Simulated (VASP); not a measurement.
Set up this calculation in VASP 6.6.1, as the native input.

* Task: single point
* Functional: PBE
* Potentials or basis: VASP PAW PBE potentials, release 64 (Sm_3, B, Rh_pv), 4f in core
* Cutoff: 500 eV
* k mesh: 4 × 4 × 6
* Occupations: gaussian, width 0.1 eV
* Spin: no spin polarisation
* Dipole correction: no
* Mended: yes
* Further INCAR settings: ALGO = Normal; EDIFF = 1e-06; NBANDS = 30

The structure of Sm2B2Rh lies in POSCAR:

```
Sm2B2Rh
1.0
    5.2869127007      0.0000000000      0.0000000000
    0.0000000000      5.2869127007      0.0000000000
    0.0000000000      0.0000000000      3.1734133098
Sm B Rh
2 2 1
Direct
    0.0000000000      0.5000000000      0.5000000000
    0.5000000000      0.0000000000      0.5000000000
    0.5000000000      0.5000000000      0.2498839449
    0.5000000000      0.5000000000      0.7501160551
    0.0000000000      0.0000000000      0.0000000000
```

The cell was built from a structure type or drawn by symmetry, and may not be a known phase.

The input as run:

INCAR

```
SYSTEM = Sm2B2Rh
  PREC = Accurate
  ENCUT = 500
  EDIFF = 1E-6
  ISMEAR = 0
  SIGMA = 0.1
  LREAL = .False.
  LASPH = .True.
  NELM = 200
  ALGO = Normal
  ISIF = 2
  LWAVE = .False.
  LCHARG = .False.
  GGA = PE
  NBANDS = 30
  GGA_COMPAT = .False.
  LMAXMIX = 6
```

KPOINTS

```
Automatic mesh
0
Gamma
  4 4 6
  0 0 0
```

Potentials or basis: VASP PAW PBE potentials, release 64 (Sm_3, B, Rh_pv), 4f in core.

Launch:

```bash
$ cat potpaw_PBE.64/Sm_3/POTCAR potpaw_PBE.64/B/POTCAR potpaw_PBE.64/Rh_pv/POTCAR > POTCAR
$ mpirun -np 1 vasp_std > vasp.out
```

It gave:

```json
{"Pressure": "0.7 GPa", "Largest force": "0.030 eV/Å", "Band gap on the k mesh": "zero (an odd number of electrons rules out a gap without spin polarisation)"}
```

Caveat: spin-orbit coupling is left out, which moves the levels of the heavy elements; the 4f electrons are frozen in the core, so they carry no moment and show no levels.

Run time: 43 s on 1 thread of AMD EPYC 7R13 Processor (Zen 3), on a shared host, peak memory 0.19 GiB.
